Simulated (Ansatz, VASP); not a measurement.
## Two plane-wave programs on Te2Mo

Contents of INCAR:

```
SYSTEM = Te2Mo
PREC = Accurate
ENCUT = 520
EDIFF = 1E-7
ISMEAR = 0
SIGMA = 0.02
LREAL = .False.
LASPH = .True.
NELM = 60
ALGO = Normal
ISIF = 2
LWAVE = .False.
LCHARG = .False.
GGA = PE
NBANDS = 35
```

Contents of KPOINTS:

```
Automatic mesh
0
Gamma
  12 12 2
  0 0 0
```

The input POSCAR:

```
Te2Mo
1.0
    3.5566632826      0.0000000000      0.0000000000
   -1.7783316413      3.0801607555      0.0000000000
    0.0000000000      0.0000000000     16.2515084743
Te Mo
4 2
Direct
    0.3333333333      0.6666666667      0.6387365311
    0.6666666667      0.3333333333      0.1387365311
    0.6666666667      0.3333333333      0.3612634689
    0.3333333333      0.6666666667      0.8612634689
    0.3333333333      0.6666666667      0.2500000000
    0.6666666667      0.3333333333      0.7500000000
```

Input for Ansatz:

```yaml
crystal:
  lattice:
    - [3.5566632826, 0.0, 0.0]
    - [-1.7783316413, 3.0801607555, 0.0]
    - [0.0, 0.0, 16.2515084743]
  atoms:
    - { symbol: Te, position: [0.3333333333, 0.6666666667, 0.6387365311] }
    - { symbol: Te, position: [0.6666666667, 0.3333333333, 0.1387365311] }
    - { symbol: Te, position: [0.6666666667, 0.3333333333, 0.3612634689] }
    - { symbol: Te, position: [0.3333333333, 0.6666666667, 0.8612634689] }
    - { symbol: Mo, position: [0.3333333333, 0.6666666667, 0.25] }
    - { symbol: Mo, position: [0.6666666667, 0.3333333333, 0.75] }
basis:
  ecutwfc: 420
kpoints:
  mp_grid: { grid: [12, 12, 2] }
  band_path: { path: [VBM, CBM], npoints: 2 }
hamiltonian:
  xc: pbe
scf:
  occupations: { method: gaussian, width: 0.02 }
output:
  forces: true
  stress: true
  eigenvalues: true
checkpoint:
  read: start.run
  write: ck
  compress: false
  write_wavefunctions: false
  write_every: 100000
```

Alike in both runs: task single point; functional PBE; k mesh 12 × 12 × 2; occupations gaussian, width 0.02 eV; no spin polarisation.

|  | VASP | Ansatz |
| --- | --- | --- |
| version | VASP 6.6.1 | Ansatz 0.2.0 |
| potentials or method | VASP PAW PBE potentials, release 64 (Te, Mo_sv), cutoff 520 eV | scalar-relativistic, plane waves, PAW |
| valence electrons in the cell | 52 | 92 |

|  | VASP | Ansatz | Ansatz less VASP |
| --- | --- | --- | --- |
| gap on the k mesh at the Fermi level (eV) | 1.05 | 1.05 | +0.001 |
| least direct gap on the mesh (eV) | 1.05 | 1.05 | +0.001 |
| pressure (GPa) | -0.1 | -0.1 | -0.01 |
| rms of the force components (eV/Å) | 0.006 | 0.001 | -0.0050 |

Atom by atom the forces differ by 0.006 eV/Å (rms over components). With one functional, cell and mesh, what is left measures potentials, basis and numerics. VASP's potentials hold 52 valence electrons a cell and Ansatz's 92, so a difference there can come from the potentials and not from the codes.

Spin-orbit coupling is off throughout.
